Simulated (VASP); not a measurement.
# NaH (Pm-3m) in VASP: notebook

Runs on NaH. Level: PBE. Tasks: single point.

All numbers are computed with VASP 6.6.1; they aren't measurements. Logs are shortened: lines on timing, memory, paths and dates and some standing lists are left out, and cuts for length are marked.

**1. The cell of the first run**

Symmetry: Pm-3m, No. 221, cubic system. The conventional cell has a = 2.994 Å, b = 2.994 Å, c = 2.994 Å, α = 90.00°, β = 90.00°, γ = 90.00°. Na (site symmetry m-3m) has 8 H at 2.59 Å and 6 Na at 2.99 Å within 3.4 Å. H (site symmetry m-3m) has 8 Na at 2.59 Å and 6 H at 2.99 Å within 3.4 Å.

**2. Single point, PBE**

INCAR reads:

```
SYSTEM = NaH
  PREC = Accurate
  ENCUT = 520
  EDIFF = 1E-6
  ISMEAR = 0
  SIGMA = 0.01
  LREAL = .False.
  LASPH = .True.
  NELM = 80
  ALGO = Normal
  ISIF = 2
  LWAVE = .False.
  LCHARG = .False.
  GGA = PE
  NBANDS = 11
```

KPOINTS reads:

```
Automatic mesh
0
Gamma
  6 6 6
  0 0 0
```

POSCAR reads:

```
NaH
1.0
    2.9940116701      0.0000000000      0.0000000000
    0.0000000000      2.9940116701      0.0000000000
    0.0000000000      0.0000000000      2.9940116701
Na H
1 1
Direct
    0.0000000000      0.0000000000      0.0000000000
    0.5000000000      0.5000000000      0.5000000000
```

Potentials or basis: VASP PAW PBE potentials, release 64 (Na_pv, H).

Launch:

```console
$ cat potpaw_PBE.64/Na_pv/POTCAR potpaw_PBE.64/H/POTCAR > POTCAR
$ mpirun -np 1 vasp_std > vasp.out
```

OUTCAR:

```text
SYSTEM = NaH
   PREC = Accurate
   ENCUT = 520
   EDIFF = 1E-6
   ISMEAR = 0
   LREAL = .False.
   LASPH = .True.
   NELM = 80
   ISIF = 2
   GGA = PE

 ion  position               nearest neighbor table
   1  0.000  0.000  0.000-
   2  0.500  0.500  0.500-

  LATTYP: Found a simple cubic cell.
 ALAT       =     2.9940116701

  Lattice vectors:

 A1 = (   2.9940116701,   0.0000000000,   0.0000000000)
 A2 = (   0.0000000000,   2.9940116701,   0.0000000000)
 A3 = (   0.0000000000,   0.0000000000,   2.9940116701)

Analysis of symmetry for initial positions (statically):
=====================================================================
 Subroutine PRICEL returns:
 Original cell was already a primitive cell.

 Routine SETGRP: Setting up the symmetry group for a
 simple cubic supercell.

 Subroutine GETGRP returns: Found 48 space group operations
 (whereof 48 operations were pure point group operations)
 out of a pool of 48 trial point group operations.

The static configuration has the point symmetry O_h .

Analysis of symmetry for dynamics (positions and initial velocities):
=====================================================================
 Subroutine PRICEL returns:
 Original cell was already a primitive cell.

 Routine SETGRP: Setting up the symmetry group for a
 simple cubic supercell.

 Subroutine GETGRP returns: Found 48 space group operations
 (whereof 48 operations were pure point group operations)
 out of a pool of 48 trial point group operations.

The dynamic configuration has the point symmetry O_h .

 Subroutine INISYM returns: Found 48 space group operations
 (whereof 48 operations are pure point group operations),
 and found     1 'primitive' translations

----------------------------------------------------------------------------------------

                                     Primitive cell

  volume of cell :      26.8386

  direct lattice vectors                    reciprocal lattice vectors
     2.994011670  0.000000000  0.000000000     0.334000034  0.000000000  0.000000000
     0.000000000  2.994011670  0.000000000     0.000000000  0.334000034  0.000000000
     0.000000000  0.000000000  2.994011670     0.000000000  0.000000000  0.334000034

  length of vectors
     2.994011670  2.994011670  2.994011670     0.334000034  0.334000034  0.334000034

  position of ions in fractional coordinates (direct lattice)
     0.000000000  0.000000000  0.000000000
     0.500000000  0.500000000  0.500000000
[... 79 lines left out ...]
   ISYM   =      2    0-nonsym 1-usesym 2-fastsym
   POTIM  = 0.5000    time-step for ionic-motion
   TEBEG  =    0.0;   TEEND  =   0.0 temperature during run
   PSTRESS=    0.0 pullay stress
   NELECT =       8.0000    total number of electrons
   NUPDOWN=      -1.0000    fix difference up-down
   EMIN   =  10.00;   EMAX   =-10.00  energy-range for DOS
   EFERMI =   0.00;   METHOD = LEGACY
   ISMEAR =     0;   SIGMA  =   0.01  broadening in eV -4-tet -1-fermi 0-gaus
   EFERMI_NEDOS =   21; number of points for ismear=-14 and -15
   IALGO  =     38    algorithm
   IMIX   =      4    mixing-type and parameters
     AMIX     =   0.40;   BMIX     =  1.00
     AMIX_MAG =   1.60;   BMIX_MAG =  1.00
  volume/ion in A,a.u.               =      13.42        90.56
  Fermi-wavevector in a.u.,A,eV,Ry     =   1.093582  2.066570 16.271500  1.195922
  Thomas-Fermi vector in A             =   2.229870
   LORBIT       =      0    0 simple, 1 ext, 2 COOP (PROOUT), +10 PAW based schemes
   GGA     = PE    functional components
   LHFCALC =     F    Hartree Fock is set to
   AEXX    =    0.0000 exact exchange contribution
   IVDW    =     0    specifies the selected vdW correction
   LEPSILON=     F    determine dielectric tensor
   LRPA    =     F    only Hartree local field effects (RPA)
 non-spin polarized calculation
 Gauss-broadening in eV      SIGMA  =   0.01
  energy-cutoff  :      520.00
  volume of cell :       26.84
 maximum number of plane-waves:       739
 NGX is ok and might be reduce to    24
   NGX = 11   NGY = 11   NGZ = 11

 number of electron       7.9999987 magnetization

 Free energy of the ion-electron system (eV)
  ---------------------------------------------------
  ext. energy  EPLUGINS =         0.00000000
  ---------------------------------------------------
  free energy    TOTEN  =        -4.76914779 eV

  energy without entropy =       -4.76914779  energy(sigma->0) =       -4.76914779

 E-fermi :   1.3164     XC(G=0):  -8.0230

 val. band max:        1.1008296419   @ k =   0.5000   0.5000   0.5000
 cond. band min:       2.1303211605   @ k =   0.5000   0.0000   0.0000
 fundamental gap:      1.0294915186
 Fermi energy:         1.3163612020

 k-point     1 :       0.0000    0.0000    0.0000
  band No.  band energies     occupation
      1     -23.4518      2.00000
      2     -23.4518      2.00000
      3     -23.4518      2.00000
      4      -4.6324      2.00000
      5       9.4362      0.00000
      6      11.9089      0.00000
      7      11.9089      0.00000
      8      13.3267      0.00000
      9      13.3267      0.00000
     10      13.3267      0.00000
     11      26.2358      0.00000
[... 253 lines left out ...]
 k-point    20 :       0.5000    0.5000    0.5000
  band No.  band energies     occupation
      1     -23.5614      2.00000
      2     -23.5614      2.00000
      3     -23.5614      2.00000
      4       1.1008      2.00000
      5       7.9459      0.00000
      6       7.9459      0.00000
      7       7.9459      0.00000
      8      10.0067      0.00000
      9      10.0067      0.00000
     10      10.0067      0.00000
     11      16.5018      0.00000

------------------------ aborting loop because EDIFF is reached ----------------------------------------

  FORCE on cell =-STRESS in cart. coord.  units (eV):
  Direction    XX          YY          ZZ          XY          YZ          ZX
  --------------------------------------------------------------------------------------
  -------------------------------------------------------------------------------------
  Total       -0.1223551     -0.1223551     -0.1223551     -0.0000000      0.0000000     -0.0000000
  in kB       -7.3041914     -7.3041914     -7.3041914     -0.0000000      0.0000000     -0.0000000
  external PRESSURE =      -7.3041914 kB  Pullay stress =       0.0000000 kB

 VOLUME and BASIS-vectors are now :
 -----------------------------------------------------------------------------
  energy-cutoff  :      520.00
  volume of cell :       26.84
      direct lattice vectors                 reciprocal lattice vectors
     2.994011670  0.000000000  0.000000000     0.334000034  0.000000000  0.000000000
     0.000000000  2.994011670  0.000000000     0.000000000  0.334000034  0.000000000
     0.000000000  0.000000000  2.994011670     0.000000000  0.000000000  0.334000034

 POSITION                                       TOTAL-FORCE (eV/Angst)
 -----------------------------------------------------------------------------------
      0.00000      0.00000      0.00000         0.000000      0.000000      0.000000
      1.49701      1.49701      1.49701         0.000000      0.000000      0.000000
 -----------------------------------------------------------------------------------
    total drift:                                0.000000      0.000000      0.000000

  FREE ENERGIE OF THE ION-ELECTRON SYSTEM (eV)
  ---------------------------------------------------
  free  energy   TOTEN  =        -4.7691477934 eV

  energy  without entropy=       -4.7691477934  energy(sigma->0) =       -4.76914779
```

OSZICAR:

```text
N       E                     dE             d eps       ncg     rms          rms(c)
DAV:   1     0.371591792566E+02    0.37159E+02   -0.46747E+03   440   0.787E+02
DAV:   2    -0.395040276104E+01   -0.41110E+02   -0.40262E+02   461   0.204E+02
DAV:   3    -0.522225114689E+01   -0.12718E+01   -0.12704E+01   519   0.333E+01
DAV:   4    -0.523042712873E+01   -0.81760E-02   -0.81756E-02   514   0.264E+00
DAV:   5    -0.523048665538E+01   -0.59527E-04   -0.59525E-04   500   0.226E-01    0.308E+00
DAV:   6    -0.487578748232E+01    0.35470E+00   -0.35771E-01   479   0.310E+00    0.144E+00
DAV:   7    -0.476646208319E+01    0.10933E+00   -0.38453E-01   476   0.242E+00    0.382E-01
DAV:   8    -0.476941744355E+01   -0.29554E-02   -0.10233E-02   476   0.106E+00    0.713E-02
DAV:   9    -0.476916160669E+01    0.25584E-03   -0.15850E-03   499   0.411E-01    0.254E-02
DAV:  10    -0.476914686072E+01    0.14746E-04   -0.85588E-05   501   0.557E-02    0.284E-03
DAV:  11    -0.476914779337E+01   -0.93265E-06   -0.14773E-06   491   0.798E-03
   1 F= -.47691478E+01 E0= -.47691478E+01  d E =0.000000E+00
```

Wall time 4.5 s (1 thread of Intel Xeon 6975P-C, shared host); peak memory 0.13 GiB.

Results:

```yaml
Free_energy: -4.7691 eV
Pressure: -0.7 GPa
Band_gap_on_the_k_mesh: 1.03 eV, indirect (least direct gap 4.32 eV)
```

**3. Single point, PBE**

This run uses another cell than the first one, of 13.68 Å³/atom, 1.019 times its volume.

INCAR reads:

```
PREC     = Accurate       # precision mode
ENCUT    = 520            # plane-wave cutoff, eV
EDIFF    = 1E-6           # SCF threshold, eV
ISMEAR   = 0              # smearing method
SIGMA    = 0.01           # smearing width, eV
LREAL    = F              # projectors in reciprocal space
LASPH    = T              # aspherical terms in the spheres
NELM     = 80             # most SCF steps
ALGO     = Normal         # electronic algorithm
ISIF     = 2              # what is computed and relaxed
LWAVE    = F              # write WAVECAR
LCHARG   = F              # write CHGCAR
GGA      = PE             # functional
NBANDS   = 11             # bands
```

KPOINTS reads:

```
Automatic mesh
0
Gamma
  6 6 6
```

POSCAR reads:

```
NaH
1.0
    3.0130823222      0.0000000000      0.0000000000
    0.0000000000      3.0130823222      0.0000000000
    0.0000000000      0.0000000000      3.0130823222
Na H
1 1
Direct
    0.0000000000      0.0000000000      0.0000000000
    0.5000000000      0.5000000000      0.5000000000
```

Potentials or basis: VASP PAW PBE potentials, release 64 (Na_pv, H).

Launch:

```console
$ cat potpaw_PBE.64/Na_pv/POTCAR potpaw_PBE.64/H/POTCAR > POTCAR
$ mpirun -np 1 vasp_std > vasp.out
```

OUTCAR:

```text
PREC = Accurate
   ENCUT = 520
   EDIFF = 1E-6
   ISMEAR = 0
   LREAL = F
   LASPH = T
   NELM = 80
   ISIF = 2
   GGA = PE

 ion  position               nearest neighbor table
   1  0.000  0.000  0.000-
   2  0.500  0.500  0.500-

  LATTYP: Found a simple cubic cell.
 ALAT       =     3.0130823222

  Lattice vectors:

 A1 = (   3.0130823222,   0.0000000000,   0.0000000000)
[... 457 lines left out ...]
     10       9.8046      0.00000
     11      16.1251      0.00000

------------------------ aborting loop because EDIFF is reached ----------------------------------------

  FORCE on cell =-STRESS in cart. coord.  units (eV):
  Direction    XX          YY          ZZ          XY          YZ          ZX
  --------------------------------------------------------------------------------------
  -------------------------------------------------------------------------------------
  Total       -0.1911690     -0.1911690     -0.1911690     -0.0000000     -0.0000000      0.0000000
  in kB      -11.1968275    -11.1968275    -11.1968275     -0.0000000     -0.0000000      0.0000000
  external PRESSURE =     -11.1968275 kB  Pullay stress =       0.0000000 kB

 VOLUME and BASIS-vectors are now :
 -----------------------------------------------------------------------------
  energy-cutoff  :      520.00
  volume of cell :       27.35
      direct lattice vectors                 reciprocal lattice vectors
     3.013082322  0.000000000  0.000000000     0.331886053  0.000000000  0.000000000
     0.000000000  3.013082322  0.000000000     0.000000000  0.331886053  0.000000000
     0.000000000  0.000000000  3.013082322     0.000000000  0.000000000  0.331886053

 POSITION                                       TOTAL-FORCE (eV/Angst)
 -----------------------------------------------------------------------------------
      0.00000      0.00000      0.00000         0.000000      0.000000      0.000000
      1.50654      1.50654      1.50654         0.000000      0.000000      0.000000
 -----------------------------------------------------------------------------------
    total drift:                                0.000000      0.000000      0.000000

  FREE ENERGIE OF THE ION-ELECTRON SYSTEM (eV)
  ---------------------------------------------------
  free  energy   TOTEN  =        -4.7664299525 eV

  energy  without entropy=       -4.7664299525  energy(sigma->0) =       -4.76642995
```

OSZICAR:

```text
N       E                     dE             d eps       ncg     rms          rms(c)
DAV:   1     0.392199665591E+02    0.39220E+02   -0.45319E+03   440   0.759E+02
DAV:   2    -0.393046059568E+01   -0.43150E+02   -0.42530E+02   458   0.198E+02
DAV:   3    -0.521860321117E+01   -0.12881E+01   -0.12864E+01   525   0.329E+01
DAV:   4    -0.522647056297E+01   -0.78674E-02   -0.78669E-02   509   0.263E+00
DAV:   5    -0.522653930062E+01   -0.68738E-04   -0.68737E-04   507   0.250E-01    0.307E+00
DAV:   6    -0.487184645246E+01    0.35469E+00   -0.36230E-01   476   0.306E+00    0.143E+00
DAV:   7    -0.476337652638E+01    0.10847E+00   -0.38465E-01   473   0.238E+00    0.382E-01
DAV:   8    -0.476665198834E+01   -0.32755E-02   -0.12824E-02   473   0.105E+00    0.655E-02
DAV:   9    -0.476644000822E+01    0.21198E-03   -0.13274E-03   505   0.390E-01    0.227E-02
DAV:  10    -0.476642902805E+01    0.10980E-04   -0.68224E-05   501   0.537E-02    0.281E-03
DAV:  11    -0.476642995248E+01   -0.92442E-06   -0.12787E-06   479   0.765E-03
   1 F= -.47664300E+01 E0= -.47664300E+01  d E =-.161892E-44
```

Wall time 4.3 s (1 thread of Intel Xeon 6975P-C, shared host); peak memory 0.13 GiB.

Results:

* Free energy: -4.7664 eV
* Pressure: -1.1 GPa
* Band gap on the k mesh: 1.03 eV, indirect (least direct gap 4.27 eV)

Levels at points of the mesh, in eV from the valence-band top:
```
           k point  band 1  band 2  band 3  band 4  band 5  band 6  band 7  band 8  band 9
(0.00, 0.00, 0.00)  -24.55  -24.55  -24.55   -5.64    8.19   10.73   10.73   12.10   12.10
(0.50, 0.00, 0.00)  -24.70  -24.54  -24.54   -3.24    1.03   10.42   13.85   14.15   14.15
(0.50, 0.50, 0.00)  -24.67  -24.67  -24.53   -1.62    4.18    4.18    6.54   14.22   18.08
(0.50, 0.50, 0.50)  -24.65  -24.65  -24.65    0.00    6.82    6.82    6.82    8.80    8.80
```

A k mesh can miss the band edges. A hybrid or GW would open this gap; PBE tends to underestimate it.
